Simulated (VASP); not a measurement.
Runs of VASP 6.6.1 on Zn2C. The structure is cubic, space group Fm-3m (No. 225). The conventional cell has a = 5.156 Å, b = 5.156 Å, c = 5.156 Å, α = 90.00°, β = 90.00°, γ = 90.00°. C (site symmetry m-3m) has 8 Zn at 2.23 Å within 3.0 Å. Zn (site symmetry -43m) has 4 C at 2.23 Å and 6 Zn at 2.58 Å within 3.0 Å. 

```csv
level,k mesh,smearing,grid for exact exchange (PRECFOCK),share of exact exchange,screening parameter,gap on the mesh (eV),pressure (GPa)
r2SCAN,6 × 6 × 6,fermi-dirac 0.02 eV,-,-,-,0.12,0.5
r2SCAN,4 × 4 × 4,fermi-dirac 0.02 eV,-,-,-,(c),-0.1
PBE-based screened hybrid,4 × 4 × 4,fermi-dirac 0.02 eV,Normal,0.15,0.2078 1/Å,0.44,2.5
r2SCAN,6 × 6 × 6,methfessel-paxton 0.2 eV,-,-,-,0.12,0.6
PBE-based screened hybrid,4 × 4 × 4,fermi-dirac 0.02 eV,Normal,0.5,0.2078 1/Å,1.84,-0.4
PBE-based global hybrid,4 × 4 × 4,fermi-dirac 0.02 eV,Normal,0.35,-,(a),(b)
HSE06,4 × 4 × 4,fermi-dirac 0.02 eV,Normal,-,0.2079 1/Å,0.82,1.6
```

Alike in all rows: task single point; potentials or basis VASP PAW PBE potentials, release 64 (C, Zn); no spin polarisation; cell as given; cutoff (eV) 520.

**Question.** Estimate the missing entries.

**Answer.** (a) 2.28; (b) 0.0; (c) 0.11.

Caveats: some runs use coarse meshes; the PAW data sets were made with another functional, which shifts forces and pressure a little.

A k mesh can miss the band edges.
